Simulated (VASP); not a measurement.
Ag, 3 atoms in the cell. Symmetry: P6/mmm, No. 191, hexagonal system. The conventional cell has a = 4.849 Å, b = 4.849 Å, c = 2.904 Å, α = 90.00°, β = 90.00°, γ = 120.00°. Ag (site symmetry 6/mmm) has 14 Ag at 2.90 to 3.15 Å within 3.8 Å. Within 3.7 Å of Ag (site symmetry -6m2) lie 11 Ag at 2.80 to 3.15 Å.  This cell differs from its parent crystal: volume scaled by 1.08.

| Property | Result |
| --- | --- |
| Program | VASP 6.6.1 |
| Task | single point |
| Functional | PBE |
| Potentials or basis | VASP PAW PBE potentials, release 64 (Ag) |
| Cutoff | 520 eV |
| k mesh | 9 × 9 × 13 |
| Occupations | fermi-dirac, width 0.1 eV |
| Spin | no spin polarisation |
| Dipole correction | no |
| Further INCAR settings | ALGO = Normal; EDIFF = 1e-07; NBANDS = 24 |

Potentials or basis: VASP PAW PBE potentials, release 64 (Ag).

Run with:

```sh
$ cat potpaw_PBE.64/Ag/POTCAR > POTCAR
$ mpirun -np 1 vasp_std > vasp.out
```

Hardware: 1 thread of Intel(R) Xeon(R) Platinum 8488C (Sapphire Rapids), with other jobs on the host.

Problem. How long does it take, and how much memory?

Solution. Wall time 44 s on 1 thread of Intel(R) Xeon(R) Platinum 8488C (Sapphire Rapids), with other jobs on the host, peak memory 0.23 GiB. Counts: scf iterations 13, k points 84.
